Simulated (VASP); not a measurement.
TiO2:

```
Ti O
1.0
     5.14500    0.00000    0.00000
     0.00000    9.18500    0.00000
     0.00000    0.00000    5.44700
Ti O
8 16
Direct
  0.13861 0.12899 0.90557
  0.63861 0.37101 0.09443
  0.86139 0.62899 0.59443
  0.36139 0.87101 0.40557
  0.86139 0.87101 0.09443
  0.36139 0.62899 0.90557
  0.13861 0.37101 0.40557
  0.63861 0.12899 0.59443
  0.46460 0.22990 0.89124
  0.96460 0.27010 0.10876
  0.53540 0.72990 0.60876
  0.03540 0.77010 0.39124
  0.53540 0.77010 0.10876
  0.03540 0.72990 0.89124
  0.46460 0.27010 0.39124
  0.96460 0.22990 0.60876
  0.81604 0.00977 0.85064
  0.31604 0.49023 0.14936
  0.18396 0.50977 0.64936
  0.68396 0.99023 0.35064
  0.18396 0.99023 0.14936
  0.68396 0.50977 0.85064
  0.81604 0.49023 0.35064
  0.31604 0.00977 0.64936
```

Base run:

```yaml
Program: VASP 6.6.1
Functional: r2SCAN
Potentials_or_basis: VASP PAW PBE potentials, release 64 (Ti_sv, O)
Cutoff: 520 eV
k_mesh: 5 × 3 × 5
Occupations: fermi-dirac, width 0.02 eV
Spin: no spin polarisation
```

Its results: band gap on the k mesh 2.76 eV; pressure 1.0 GPa; largest force 0.108 eV/Å.

Question: The run is repeated on the same cell with these changes: functional from r2SCAN to LDA; potentials or basis from VASP PAW PBE potentials, release 64 (Ti_sv, O) to VASP PAW LDA potentials, release 64 (Ti_sv, O). What comes out?

Answer: Band gap on the k mesh 2.26 eV; pressure -6.8 GPa; largest force 0.172 eV/Å.

Caveats: the PAW data sets were made with another functional, which shifts forces and pressure a little (at least some runs); the cell stands under tension (at least some runs).

A k mesh can miss the band edges.
